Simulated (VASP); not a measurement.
Wanted: the native input for a VASP 6.6.1 run.

| Item | Value |
| --- | --- |
| Task | relaxation of cell and atoms |
| Functional | PBE |
| Potentials or basis | VASP PAW PBE potentials, release 64 (Te, I) |
| Cutoff | 600 eV |
| k mesh | 4 × 4 × 4 |
| Occupations | gaussian, width 0.1 eV |
| Spin | no spin polarisation |
| Dipole correction | no |
| Further INCAR settings | ALGO = Normal; EDIFF = 1e-06; IBRION = 2; EDIFFG = -0.04; NSW = 90; ISIF = 3 |

The structure of Te2I3 lies in POSCAR:

```
Te2I3
1.0
    5.9302283200      0.0000000000      0.0000000000
    0.0000000000      5.9302283200      0.0000000000
    0.0000000000      0.0000000000      5.9302283200
Te I
2 3
Direct
    0.5000000000      0.5000000000      0.5000000000
    0.0000000000      0.0000000000      0.0000000000
    0.5000000000      0.0000000000      0.0000000000
    0.0000000000      0.5000000000      0.0000000000
    0.0000000000      0.0000000000      0.5000000000
```

The input as run:

INCAR

```
PREC = Accurate ; ENCUT = 600
EDIFF = 1E-6 ; ISMEAR = 0
SIGMA = 0.1 ; LREAL = False
LASPH = True ; NELM = 60
ALGO = Normal ; ISIF = 3
LWAVE = False ; LCHARG = False
GGA = PE ; IBRION = 2
NSW = 90 ; EDIFFG = -0.04
```

KPOINTS

```
regular mesh
0
Gamma
  4 4 4
```

Potentials or basis: VASP PAW PBE potentials, release 64 (Te, I).

The run is started by

```console
$ cat potpaw_PBE.64/Te/POTCAR potpaw_PBE.64/I/POTCAR > POTCAR
$ mpirun -np 1 vasp_std > vasp.out
```

It gave:

```yaml
Relaxed_volume: 42.92 Å³/atom
Relaxed_cell: a = 5.987 Å, b = 5.987 Å, c = 5.987 Å, α = 90.00°, β = 90.00°, γ = 90.00°
Space_group_after_relaxing_to_0.05_Å: Pm-3m (No. 221)
Energy_gained_by_relaxing: 2.9 meV/atom
Ionic_steps: 2
Pressure_after_relaxing: 0.0 GPa
```

Caveat: an odd number of electrons without spin polarisation forces a metal; a magnetic or distorted state may lie lower.

It took 91 s on 1 thread of Intel(R) Xeon(R) Platinum 8488C (Sapphire Rapids), on a shared host, peak memory 0.35 GiB.
